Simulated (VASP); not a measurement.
# InSb (F-43m) in VASP: notebook

The runs below take InSb through single point, with HSE06.

All numbers are computed with VASP 6.6.1; they aren't measurements. Logs are shortened: lines on timing, memory, paths and dates and some standing lists are left out, and cuts for length are marked.

## Step 1: The cell of the first run

Symmetry: F-43m, No. 216, cubic system. The conventional cell has a = 6.362 Å, b = 6.362 Å, c = 6.362 Å, α = 90.00°, β = 90.00°, γ = 90.00°. In (site symmetry -43m) has 4 Sb at 2.75 Å within 3.6 Å. Within 3.6 Å of Sb (site symmetry -43m) lie 4 In at 2.75 Å.

## Step 2: Single point, HSE06 (strain -3.0%)

The input, POSCAR:

```
InSb
1.0
    0.0000000000      3.1811276270      3.1811276270
    3.1811276270      0.0000000000      3.1811276270
    3.1811276270      3.1811276270      0.0000000000
In Sb
1 1
Direct
    0.0000000000      0.0000000000      0.0000000000
    0.2500000000      0.2500000000      0.2500000000
```

The input, INCAR.step1:

```
SYSTEM = InSb
PREC = Accurate
ENCUT = 520
EDIFF = 1E-5
ISMEAR = -1
SIGMA = 0.02
LREAL = .FALSE.
LASPH = .TRUE.
NELM = 80
ALGO = Normal
ISIF = 2
LWAVE = .TRUE.
LCHARG = .FALSE.
GGA = PE
NBANDS = 16
```

The input, INCAR.step2:

```
SYSTEM = InSb
PREC = Accurate
ENCUT = 520
EDIFF = 1E-6
ISMEAR = -1
SIGMA = 0.02
LREAL = .FALSE.
LASPH = .TRUE.
NELM = 80
ALGO = Normal
ISIF = 2
LWAVE = .FALSE.
LCHARG = .FALSE.
GGA = PE
LHFCALC = .TRUE.
HFSCREEN = 0.2079
PRECFOCK = Normal
ISTART = 1
NBANDS = 16
```

The input, KPOINTS:

```
Automatic mesh
0
G
  4 4 4
  0 0 0
```

Potentials or basis: VASP PAW PBE potentials, release 64 (In_d, Sb).

Run with:

```
> cat potpaw_PBE.64/In_d/POTCAR potpaw_PBE.64/Sb/POTCAR > POTCAR
> cp INCAR.step1 INCAR
> mpirun -np 1 vasp_std > vasp.out
> cp INCAR.step2 INCAR
> mpirun -np 1 vasp_std > vasp.out
```

OUTCAR:

```text
SYSTEM = InSb
   PREC = Accurate
   ENCUT = 520
   EDIFF = 1E-6
   ISMEAR = -1
   LREAL = .FALSE.
   LASPH = .TRUE.
   NELM = 80
   ISIF = 2
   GGA = PE
   LHFCALC = .TRUE.
   HFSCREEN = 0.2079
   PRECFOCK = Normal
   ISTART = 1

 ion  position               nearest neighbor table
   1  0.000  0.000  0.000-   2 2.75   2 2.75   2 2.75   2 2.75
   2  0.250  0.250  0.250-   1 2.75   1 2.75   1 2.75   1 2.75

  LATTYP: Found a face centered cubic cell.
 ALAT       =     6.3622552540

  Lattice vectors:

 A1 = (   0.0000000000,   3.1811276270,   3.1811276270)
 A2 = (   3.1811276270,   0.0000000000,   3.1811276270)
 A3 = (   3.1811276270,   3.1811276270,   0.0000000000)

Analysis of symmetry for initial positions (statically):
=====================================================================
 Subroutine PRICEL returns:
 Original cell was already a primitive cell.

 Routine SETGRP: Setting up the symmetry group for a
 face centered cubic supercell.

 Subroutine GETGRP returns: Found 24 space group operations
 (whereof 24 operations were pure point group operations)
 out of a pool of 48 trial point group operations.

The static configuration has the point symmetry T_d .

Analysis of symmetry for dynamics (positions and initial velocities):
=====================================================================
 Subroutine PRICEL returns:
 Original cell was already a primitive cell.

 Routine SETGRP: Setting up the symmetry group for a
 face centered cubic supercell.

 Subroutine GETGRP returns: Found 24 space group operations
 (whereof 24 operations were pure point group operations)
 out of a pool of 48 trial point group operations.

The dynamic configuration has the point symmetry T_d .

 Subroutine INISYM returns: Found 24 space group operations
 (whereof 24 operations are pure point group operations),
 and found     1 'primitive' translations

----------------------------------------------------------------------------------------

                                     Primitive cell

  volume of cell :      64.3833

  direct lattice vectors                    reciprocal lattice vectors
     0.000000000  3.181127627  3.181127627    -0.157176969  0.157176969  0.157176969
     3.181127627  0.000000000  3.181127627     0.157176969 -0.157176969  0.157176969
     3.181127627  3.181127627  0.000000000     0.157176969  0.157176969 -0.157176969

  length of vectors
     4.498793834  4.498793834  4.498793834     0.272238497  0.272238497  0.272238497

  position of ions in fractional coordinates (direct lattice)
     0.000000000  0.000000000  0.000000000
     0.250000000  0.250000000  0.250000000

  ion indices of the primitive-cell ions
   primitive index   ion index
                 1           1
                 2           2

----------------------------------------------------------------------------------------

 KPOINTS: Automatic mesh

Automatic generation of k-mesh.
 Grid dimensions read from file:
 generate k-points for:    4    4    4

 Generating k-lattice:

  Cartesian coordinates                     Fractional coordinates (reciprocal lattice)
    -0.039294242  0.039294242  0.039294242     0.250000000  0.000000000  0.000000000
     0.039294242 -0.039294242  0.039294242     0.000000000  0.250000000  0.000000000
     0.039294242  0.039294242 -0.039294242     0.000000000  0.000000000  0.250000000

  Length of vectors
     0.068059624  0.068059624  0.068059624

  Shift w.r.t. Gamma in fractional coordinates (k-lattice)
     0.000000000  0.000000000  0.000000000

 Subroutine IBZKPT returns following result:
 ===========================================

 Found      8 irreducible k-points:

 Following reciprocal coordinates:
            Coordinates               Weight
  0.000000  0.000000  0.000000      1.000000
  0.250000  0.000000  0.000000      8.000000
  0.500000  0.000000  0.000000      4.000000
  0.250000  0.250000  0.000000      6.000000
  0.500000  0.250000  0.000000     24.000000
 -0.250000  0.250000  0.000000     12.000000
  0.500000  0.500000  0.000000      3.000000
 -0.250000  0.500000  0.250000      6.000000
   k-points           NKPTS =      8   k-points in BZ     NKDIM =     64   number of bands    NBANDS=     16
   number of dos      NEDOS =    301   number of ions     NIONS =      2
   total plane-waves  NPLWV =  46656
   dimension x,y,z NGX =    36 NGY =   36 NGZ =   36
   dimension x,y,z NGXF=    72 NGYF=   72 NGZF=   72
   ions per type =               1   1
   NGX,Y,Z   is equivalent  to a cutoff of  13.30, 13.30, 13.30 a.u.
   NGXF,Y,Z  is equivalent  to a cutoff of  26.61, 26.61, 26.61 a.u.
 SYSTEM =  InSb
   PREC   = accura    normal or accurate (medium, high low for compatibility)
   ISTART =      1    job   : 0-new  1-cont  2-samecut
   ICHARG =      0    charge: 1-file 2-atom 10-const
   ISPIN  =      1    spin polarized calculation?
   LNONCOLLINEAR =      F non collinear calculations
   LSORBIT =      F    spin-orbit coupling
   LASPH  =      T    aspherical Exc in radial PAW
   ENCUT  =  520.0 eV  38.22 Ry    6.18 a.u.   8.36  8.36  8.36*2*pi/ulx,y,z
   NELM   =     80;   NELMIN=  2; NELMDL=  0     # of ELM steps
   EDIFF  = 0.1E-05   stopping-criterion for ELM
   LREAL  =      F    real-space projection
   EDIFFG = 0.1E-04   stopping-criterion for IOM
   NSW    =      0    number of steps for IOM
   IBRION =     -1    ionic relax: 0-MD 1-quasi-New 2-CG
   NFREE  =      0    steps in history (QN), initial steepest desc. (CG)
   ISIF   =      2    stress and relaxation
   ISYM   =      3    0-nonsym 1-usesym 2-fastsym
   POTIM  = 0.5000    time-step for ionic-motion
   TEBEG  =    0.0;   TEEND  =   0.0 temperature during run
   PSTRESS=    0.0 pullay stress
   NELECT =      18.0000    total number of electrons
   NUPDOWN=      -1.0000    fix difference up-down
   EMIN   =  10.00;   EMAX   =-10.00  energy-range for DOS
   EFERMI =   0.00;   METHOD = LEGACY
   ISMEAR =    -1;   SIGMA  =   0.02  broadening in eV -4-tet -1-fermi 0-gaus
   EFERMI_NEDOS =   21; number of points for ismear=-14 and -15
   IALGO  =     38    algorithm
   IMIX   =      1    mixing-type and parameters
     AMIX     =   0.40;   BMIX     =  1.00
     AMIX_MAG =   1.60;   BMIX_MAG =  1.00
  volume/ion in A,a.u.               =      32.19       217.24
  Fermi-wavevector in a.u.,A,eV,Ry     =   1.070470  2.022895 15.591003  1.145906
  Thomas-Fermi vector in A             =   2.206181
   LORBIT       =      0    0 simple, 1 ext, 2 COOP (PROOUT), +10 PAW based schemes
   GGA     = PE    functional components
   LHFCALC =     T    Hartree Fock is set to
   PRECFOCK=normal    Normal, Fast or Accurate (Low or Medium for compatibility)
   ENCUT4O =  -1.0   cutoff for four orbital integrals eV
   NKREDX  =     1    reduce k-point grid by
   NKREDY  =     1    reduce k-point grid by
   NKREDZ  =     1    reduce k-point grid by
   AEXX    =    0.2500 exact exchange contribution
   HFSCREEN=    0.2079 screening length (either q_TF or 0.3 A-1)
   HFSCREENC=   0.2079 screening length for correlation (either q_TF or 0.3 A-1)
   ENCUTFOCK=  -1.0 apply spherical cutoff to Coloumb kernel
   IVDW    =     0    specifies the selected vdW correction
   LEPSILON=     F    determine dielectric tensor
   LRPA    =     F    only Hartree local field effects (RPA)
 non-spin polarized calculation
  energy-cutoff  :      520.00
  volume of cell :       64.38
 maximum number of plane-waves:      1759
 NGX is ok and might be reduce to    36
  NGX = 28; NGY = 28; NGZ = 28

 number of electron      18.0000006 magnetization

 Free energy of the ion-electron system (eV)
  ---------------------------------------------------
  ext. energy  EPLUGINS =         0.00000000
  ---------------------------------------------------
  free energy    TOTEN  =        -8.27329882 eV

  energy without entropy =       -8.27329882  energy(sigma->0) =       -8.27329882

 E-fermi :   5.7257     XC(G=0):  -7.4330

 val. band max:        5.3083924556   @ k =   0.0000   0.0000   0.0000
 cond. band min:       6.2408971716   @ k =   0.0000   0.0000   0.0000
 fundamental gap:      0.9325047160
 Fermi energy:         5.7256882684

 k-point     1 :       0.0000    0.0000    0.0000
  band No.  band energies     occupation
      1     -11.1897      2.00000
      2     -11.1897      2.00000
      3     -11.1897      2.00000
      4     -11.0819      2.00000
      5     -11.0819      2.00000
      6      -6.7861      2.00000
      7       5.3084      2.00000
      8       5.3084      2.00000
      9       5.3084      2.00000
     10       6.2409      0.00000
     11       8.9503      0.00000
     12       8.9503      0.00000
     13       8.9503      0.00000
     14      11.9833      0.00000
     15      14.5492      0.00000
     16      14.5492      0.00000

 k-point     2 :       0.2500    0.0000    0.0000
  band No.  band energies     occupation
      1     -11.2154      2.00000
      2     -11.1767      2.00000
      3     -11.1767      2.00000
      4     -11.0823      2.00000
      5     -11.0823      2.00000
      6      -6.1408      2.00000
      7       1.4033      2.00000
      8       4.6165      2.00000
      9       4.6165      2.00000
     10       7.0009      0.00000
     11       9.7731      0.00000
     12       9.7731      0.00000
     13      11.0768      0.00000
     14      13.0690      0.00000
     15      13.4568      0.00000
     16      13.4568      0.00000

 k-point     3 :       0.5000    0.0000    0.0000
  band No.  band energies     occupation
      1     -11.2405      2.00000
      2     -11.1660      2.00000
      3     -11.1660      2.00000
      4     -11.0802      2.00000
      5     -11.0802      2.00000
      6      -5.1129      2.00000
      7      -1.0532      2.00000
      8       4.1329      2.00000
      9       4.1329      2.00000
     10       6.6255      0.00000
     11       9.8436      0.00000
     12       9.8436      0.00000
     13      12.1778      0.00000
     14      14.9490      0.00000
     15      15.6602      0.00000
     16      15.6602      0.00000

 k-point     4 :       0.2500    0.2500    0.0000
  band No.  band energies     occupation
      1     -11.2370      2.00000
      2     -11.1625      2.00000
      3     -11.1625      2.00000
      4     -11.0929      2.00000
      5     -11.0768      2.00000
      6      -5.9147      2.00000
      7       1.4408      2.00000
      8       3.6430      2.00000
      9       3.6430      2.00000
     10       7.4442      0.00000
     11       8.6505      0.00000
     12      11.6335      0.00000
     13      11.6335      0.00000
     14      12.3117      0.00000
     15      15.2215      0.00000
     16      15.3501      0.00000

 k-point     5 :       0.5000    0.2500    0.0000
  band No.  band energies     occupation
      1     -11.2570      2.00000
      2     -11.1531      2.00000
      3     -11.1493      2.00000
      4     -11.0932      2.00000
      5     -11.0770      2.00000
      6      -4.8202      2.00000
      7      -0.7617      2.00000
      8       2.2540      2.00000
      9       3.2814      2.00000
     10       7.7014      0.00000
     11       9.9113      0.00000
     12      11.2375      0.00000
     13      11.9006      0.00000
     14      14.9328      0.00000
     15      15.8866      0.00000
     16      16.2141      0.00000

 k-point     6 :      -0.2500    0.2500    0.0000
  band No.  band energies     occupation
      1     -11.2420      2.00000
      2     -11.1615      2.00000
      3     -11.1605      2.00000
      4     -11.0847      2.00000
      5     -11.0827      2.00000
      6      -5.2312      2.00000
      7      -0.1250      2.00000
      8       2.1424      2.00000
      9       4.0739      2.00000
     10       8.1519      0.00000
     11      10.6602      0.00000
     12      10.7180      0.00000
     13      10.9752      0.00000
     14      12.9606      0.00000
     15      14.7257      0.00000
     16      16.3706      0.00000

 k-point     7 :       0.5000    0.5000    0.0000
  band No.  band energies     occupation
      1     -11.2790      2.00000
      2     -11.1343      2.00000
      3     -11.1343      2.00000
      4     -11.1066      2.00000
      5     -11.0716      2.00000
      6      -4.3500      2.00000
      7      -1.3391      2.00000
      8       2.6594      2.00000
      9       2.6594      2.00000
     10       7.1214      0.00000
     11       7.2120      0.00000
     12      14.9532      0.00000
     13      14.9532      0.00000
     14      15.6228      0.00000
     15      16.6006      0.00000
     16      17.0636      0.00000

 k-point     8 :      -0.2500    0.5000    0.2500
  band No.  band energies     occupation
      1     -11.2639      2.00000
      2     -11.1523      2.00000
      3     -11.1383      2.00000
      4     -11.0936      2.00000
      5     -11.0799      2.00000
      6      -4.2994      2.00000
      7      -1.1930      2.00000
      8       1.9769      2.00000
      9       2.1331      2.00000
     10       9.8511      0.00000
     11       9.9695      0.00000
     12      10.5069      0.00000
     13      10.9796      0.00000
     14      15.8306      0.00000
     15      16.4234      0.00000
     16      17.1041      0.00000

------------------------ aborting loop because EDIFF is reached ----------------------------------------

  FORCE on cell =-STRESS in cart. coord.  units (eV):
  Direction    XX          YY          ZZ          XY          YZ          ZX
  --------------------------------------------------------------------------------------
  -------------------------------------------------------------------------------------
  Total        1.7059133      1.7059133      1.7059133     -0.0000000      0.0000000      0.0000000
  in kB       42.4516196     42.4516196     42.4516196     -0.0000000      0.0000000      0.0000000
  external PRESSURE =      42.4516196 kB  Pullay stress =       0.0000000 kB

 VOLUME and BASIS-vectors are now :
 -----------------------------------------------------------------------------
  energy-cutoff  :      520.00
  volume of cell :       64.38
      direct lattice vectors                 reciprocal lattice vectors
     0.000000000  3.181127627  3.181127627    -0.157176969  0.157176969  0.157176969
     3.181127627  0.000000000  3.181127627     0.157176969 -0.157176969  0.157176969
     3.181127627  3.181127627  0.000000000     0.157176969  0.157176969 -0.157176969

 POSITION                                       TOTAL-FORCE (eV/Angst)
 -----------------------------------------------------------------------------------
      0.00000      0.00000      0.00000        -0.000000     -0.000000     -0.000000
      1.59056      1.59056      1.59056         0.000000      0.000000      0.000000
 -----------------------------------------------------------------------------------
    total drift:                               -0.000050     -0.000012     -0.000024

  FREE ENERGIE OF THE ION-ELECTRON SYSTEM (eV)
  ---------------------------------------------------
  free  energy   TOTEN  =        -8.2732988186 eV

  energy  without entropy=       -8.2732988186  energy(sigma->0) =       -8.27329882
```

It took 5.4 min on 1 thread of Intel Xeon 6975P-C (Granite Rapids), shared host; peak memory 0.32 GiB.

Results:

```yaml
Free_energy: -8.2733 eV
Pressure: 4.2 GPa
Band_gap_on_the_k_mesh: 0.93 eV
```

Levels at points of the mesh, in eV from the valence-band top:
```tsv
k point	band 5	band 6	band 7	band 8	band 9	band 10	band 11	band 12	band 13	band 14
(0.00, 0.00, 0.00)	-16.39	-12.09	0.00	0.00	0.00	0.93	3.64	3.64	3.64	6.67
(0.50, 0.00, 0.00)	-16.39	-10.42	-6.36	-1.18	-1.18	1.32	4.54	4.54	6.87	9.64
(0.50, 0.50, 0.00)	-16.38	-9.66	-6.65	-2.65	-2.65	1.81	1.90	9.64	9.64	10.31
```

Caveat: the k points lie up to 0.43 Å⁻¹ apart; the cell differs from its parent crystal (strain -3.0%); the PAW data sets were made with another functional, which shifts forces and pressure a little; spin-orbit coupling is left out, which moves the levels of the heavy elements. A k mesh can miss the band edges.

## Step 3: Single point, HSE06 (strain +4.0%)

The input, POSCAR:

```
InSb
1.0
    0.0000000000      3.4106935382      3.4106935382
    3.4106935382      0.0000000000      3.4106935382
    3.4106935382      3.4106935382      0.0000000000
In Sb
1 1
Direct
    0.0000000000      0.0000000000      0.0000000000
    0.2500000000      0.2500000000      0.2500000000
```

The input, INCAR.step1:

```
ALGO = Normal ; EDIFF = 1E-5
ENCUT = 520 ; GGA = PE
ISIF = 2 ; ISMEAR = -1
LASPH = True ; LCHARG = False
LREAL = False ; LWAVE = True
NBANDS = 16 ; NELM = 80
PREC = Accurate ; SIGMA = 0.02
```

The input, INCAR.step2:

```
ALGO = Normal ; EDIFF = 1E-7
ENCUT = 520 ; GGA = PE
HFSCREEN = 0.2079 ; ISIF = 2
ISMEAR = -1 ; ISTART = 1
LASPH = True ; LCHARG = False
LHFCALC = True ; LREAL = False
LWAVE = False ; NBANDS = 16
NELM = 80 ; PREC = Accurate
PRECFOCK = Normal ; SIGMA = 0.02
```

The input, KPOINTS:

```
k-points
0
Gamma
  4 4 4
```

Potentials or basis: VASP PAW PBE potentials, release 64 (In_d, Sb).

Run with:

```
> cat potpaw_PBE.64/In_d/POTCAR potpaw_PBE.64/Sb/POTCAR > POTCAR
> cp INCAR.step1 INCAR
> mpirun -np 1 vasp_std > vasp.out
> cp INCAR.step2 INCAR
> mpirun -np 1 vasp_std > vasp.out
```

Wall time 22 min (1 thread of Intel Xeon 8259CL, shared host); peak memory 0.33 GiB.

The run converged. Its results:

```yaml
Free_energy: -8.2079 eV
Pressure: -4.0 GPa
Band_gap_on_the_k_mesh: zero (filled and empty bands touch)
```

Levels at points of the mesh, in eV from the Fermi level:
```
           k point  band 5  band 6  band 7  band 8  band 9  band 10  band 11  band 12  band 13  band 14
(0.00, 0.00, 0.00)  -16.15  -10.81   -0.51   -0.01   -0.01    -0.01     3.59     3.59     3.59     6.32
(0.50, 0.00, 0.00)  -16.15   -9.67   -5.41   -0.88   -0.88     0.82     4.42     4.42     6.81     8.34
(0.50, 0.50, 0.00)  -16.15   -9.17   -5.78   -1.98   -1.98     1.90     2.09     8.27     8.27     8.79
```

Caveat: the k points lie up to 0.40 Å⁻¹ apart; the cell differs from its parent crystal (strain +4.0%); the PAW data sets were made with another functional, which shifts forces and pressure a little; spin-orbit coupling is left out, which moves the levels of the heavy elements.

The gap in the log of VASP goes by the Fermi energy; the results here count the filled bands.